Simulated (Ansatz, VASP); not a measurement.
Bi2Te3: VASP beside Ansatz

File INCAR:

```
PREC = Accurate
ENCUT = 520
EDIFF = 1E-7
ISMEAR = 0
SIGMA = 0.01
LREAL = F
LASPH = T
NELM = 100
ALGO = Normal
ISIF = 2
LWAVE = F
LCHARG = F
GGA = PE
NBANDS = 32
```

The input KPOINTS:

```
regular mesh
0
Gamma
  6 6 6
```

File POSCAR:

```
Bi2Te3
1.0
    2.1930000000      1.2661291400     10.1656666700
   -2.1930000000      1.2661291400     10.1656666700
    0.0000000000     -2.5322582800     10.1656666700
Bi Te
2 3
Direct
    0.3999999999      0.3999999999      0.3999999999
    0.5999999998      0.5999999998      0.5999999998
    0.0000000000      0.0000000000      0.0000000000
    0.2094999999      0.2094999999      0.2094999999
    0.7904999997      0.7904999997      0.7904999997
```

Input for Ansatz:

```yaml
crystal:
  lattice:
    - [2.193, 1.26612914, 10.16566667]
    - [-2.193, 1.26612914, 10.16566667]
    - [0.0, -2.53225828, 10.16566667]
  atoms:
    - { symbol: Bi, position: [0.39999999986883955, 0.39999999986883955, 0.39999999986883955] }
    - { symbol: Bi, position: [0.5999999998032594, 0.5999999998032594, 0.5999999998032594] }
    - { symbol: Te, position: [0.0, 0.0, 0.0] }
    - { symbol: Te, position: [0.20949999993130472, 0.20949999993130472, 0.20949999993130472] }
    - { symbol: Te, position: [0.7904999997407942, 0.7904999997407942, 0.7904999997407942] }
basis:
  ecutwfc: 450.0
kpoints:
  mp_grid:
    grid: [6, 6, 6]
hamiltonian:
  xc: pbe
scf:
  convergence:
    dr2_threshold: 1.0e-10
  occupations:
    method: fixed
output:
  forces: true
  stress: true
```

Alike in both runs: task single point; functional PBE; k mesh 6 × 6 × 6; no spin polarisation.

|  | VASP | Ansatz |
| --- | --- | --- |
| version | VASP 6.6.1 | Ansatz 0.2.0 |
| potentials or method | VASP PAW PBE potentials, release 64 (Bi_d, Te), cutoff 520 eV | plane waves, PAW |
| occupations | gaussian, width 0.01 eV | fixed |
| valence electrons in the cell | 48 | 78 |

|  | VASP | Ansatz | Ansatz less VASP |
| --- | --- | --- | --- |
| pressure (GPa) | 1.9 | 1.9 | +0.02 |
| traceless stress, the component that is largest in VASP (GPa) | -0.12 | -0.12 | -0.002 |
| rms of the force components (eV/Å) | 0.011 | 0.017 | +0.0061 |

Atom by atom the forces differ by 0.006 eV/Å (rms over components). VASP's potentials hold 48 valence electrons a cell and Ansatz's 78, so a difference there can come from the potentials and not from the codes.

Neither program's run includes spin-orbit coupling.
